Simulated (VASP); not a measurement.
Here is a VASP 6.6.1 calculation.

File INCAR:

```
  PREC = Accurate
  ENCUT = 520
  EDIFF = 1E-6
  ISMEAR = 0
  SIGMA = 0.01
  LREAL = False
  LASPH = True
  NELM = 150
  ALGO = Normal
  ISIF = 2
  LWAVE = False
  LCHARG = False
  ISPIN = 2
  MAGMOM = 0 1 1 1
  LORBIT = 11
  LMAXMIX = 4
  NBANDS = 28
```

The input KPOINTS:

```
Automatic mesh
0
Gamma
  8 8 8
```

The input POSCAR:

```
AlNi3
1.0
    0.0000000000      2.7674511568      2.7674511568
    2.7674511568      0.0000000000      2.7674511568
    2.7674511568      2.7674511568      0.0000000000
Al Ni
1 3
Direct
    0.5000000000      0.5000000000      0.5000000000
    0.2500000000      0.2500000000      0.2500000000
    0.0000000000      0.0000000000      0.0000000000
    0.7500000000      0.7500000000      0.7500000000
```

Potentials or basis: VASP PAW LDA potentials, release 64 (Al, Ni).

Launch:

```bash
$ cat potpaw_LDA.64/Al/POTCAR potpaw_LDA.64/Ni/POTCAR > POTCAR
$ mpirun -np 1 vasp_std > vasp.out
```

(1) Predict the pressure.

(2) Predict the net moment.

Answers

(1) 0.3 GPa.

(2) -0.03 μB per cell.
